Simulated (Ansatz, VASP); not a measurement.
# One calculation of K, two programs

POSCAR

```
K
1.0
   -2.7393264362      2.7393264362      2.7393264362
    2.7393264362     -2.7393264362      2.7393264362
    2.7393264362      2.7393264362     -2.7393264362
K
1
Direct
    0.0000000000      0.0000000000      0.0000000000
```

INCAR.step1

```
SYSTEM = K
ALGO = Normal
EDIFF = 1E-4
ENCUT = 520
GGA = PE
ISMEAR = -1
LASPH = .True.
LCHARG = .False.
LREAL = .False.
LWAVE = .True.
NBANDS = 10
NELM = 80
PREC = Accurate
SIGMA = 0.1
```

Contents of INCAR.step2:

```
SYSTEM = K
ALGO = Normal
EDIFF = 1E-7
ENCUT = 520
ISIF = 2
ISMEAR = -1
ISTART = 1
LASPH = .True.
LCHARG = .False.
LMIXTAU = .True.
LREAL = .False.
LWAVE = .False.
METAGGA = R2SCAN
NBANDS = 10
NELM = 80
PREC = Accurate
SIGMA = 0.1
```

Contents of KPOINTS:

```
k-points
0
Gamma
  14 14 14
  0 0 0
```

Input for Ansatz:

```yaml
crystal:
  lattice:
    - [-2.7393264362, 2.7393264362, 2.7393264362]
    - [2.7393264362, -2.7393264362, 2.7393264362]
    - [2.7393264362, 2.7393264362, -2.7393264362]
  atoms:
    - { symbol: K, position: [0.0, 0.0, 0.0] }
hamiltonian:
  xc: r2scan
  pseudopotentials:
    kind: paw
    azcp:
      K: "pseudopotentials/K.paw.azcp"
basis:
  ecutwfc: 500
  fft_grid_basis: typed
kpoints:
  mp_grid: { grid: [14, 14, 14], shift: [0, 0, 0] }
magnetization:
  spin_polarized: false
scf:
  occupations: { method: fermi_dirac, width: 0.1 }
output:
  stress: true
```

Alike in both runs: task single point; functional r2SCAN; k mesh 14 × 14 × 14; occupations fermi-dirac, width 0.1 eV; no spin polarisation.

|  | VASP | Ansatz |
| --- | --- | --- |
| version | VASP 6.6.1 | Ansatz 0.2.0 |
| potentials or method | VASP PAW PBE potentials, release 64 (K_sv), cutoff 520 eV | plane waves (500 eV) with PAW, scalar-relativistic |
| valence electrons in the cell | 9 | 9 |

```tsv
	VASP	Ansatz	Ansatz less VASP
pressure (GPa)	-0.2	-0.2	+0.03
```

VASP's potentials were made for PBE, not for r2SCAN. The functional is the same, so the differences come from potentials, cutoffs and numerics.
